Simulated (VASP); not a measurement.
A run of VASP 6.6.1 is set up as follows.

File POSCAR:

```
Li2InAu
1.0
    4.5674980000      0.2907100000     -0.3406330000
    0.5352130000      3.7318930000      1.3662390000
   -1.1485760000     -0.7603520000      3.8643440000
In Li Au
1 2 1
Direct
    0.2514080000      0.2358520000      0.9376610000
    0.3581480000      0.6268280000      0.4330440000
    0.7324860000      0.0408500000      0.5596650000
    0.7641550000      0.5914530000      0.1249370000
```

Contents of INCAR.step1:

```
SYSTEM = Li2InAu
PREC = Accurate
ENCUT = 520
ISMEAR = 0
SIGMA = 0.0112
LREAL = .FALSE.
LASPH = .TRUE.
NELM = 80
NBANDS = 23
GGA = PE
ALGO = Normal
EDIFF = 1E-4
LWAVE = .TRUE.
LCHARG = .FALSE.
```

Contents of INCAR.step2:

```
SYSTEM = Li2InAu
PREC = Accurate
ENCUT = 520
EDIFF = 1E-7
ISMEAR = 0
SIGMA = 0.0112
LREAL = .FALSE.
LASPH = .TRUE.
NELM = 80
ALGO = Normal
ISIF = 2
LWAVE = .FALSE.
LCHARG = .FALSE.
METAGGA = R2SCAN
LMIXTAU = .TRUE.
NBANDS = 23
ISTART = 1
```

File KPOINTS:

```
Automatic mesh
0
Gamma
  4 5 5
  0.5 0.5 0.5
```

Potentials or basis: VASP PAW PBE potentials, release 64 (In_d, Li_sv, Au).

The run is started by

```sh
$ cat potpaw_PBE.64/In_d/POTCAR potpaw_PBE.64/Li_sv/POTCAR potpaw_PBE.64/Au/POTCAR > POTCAR
$ cp INCAR.step1 INCAR
$ mpirun -np 1 vasp_std > vasp.out
$ cp INCAR.step2 INCAR
$ mpirun -np 1 vasp_std > vasp.out
```

**Question.** Estimate the largest force.

**Answer.** 0.728 eV/Å.

**Question.** Estimate the band gap on the k mesh.

**Answer.** Zero (bands 15 and 16 overlap by 2.15 eV).

Forces on the atoms (eV/Å):
```
In  -0.090  0.100 -0.613
Li  -0.216  0.551  0.424
Li   0.404 -0.409  0.201
Au  -0.099 -0.242 -0.011
```

Caveat: the k points lie up to 0.38 Å⁻¹ apart, too coarse for converged energies and pressures of a metal; the PAW data sets were made with another functional, which shifts forces and pressure a little; spin-orbit coupling is left out, which moves the levels of the heavy elements.
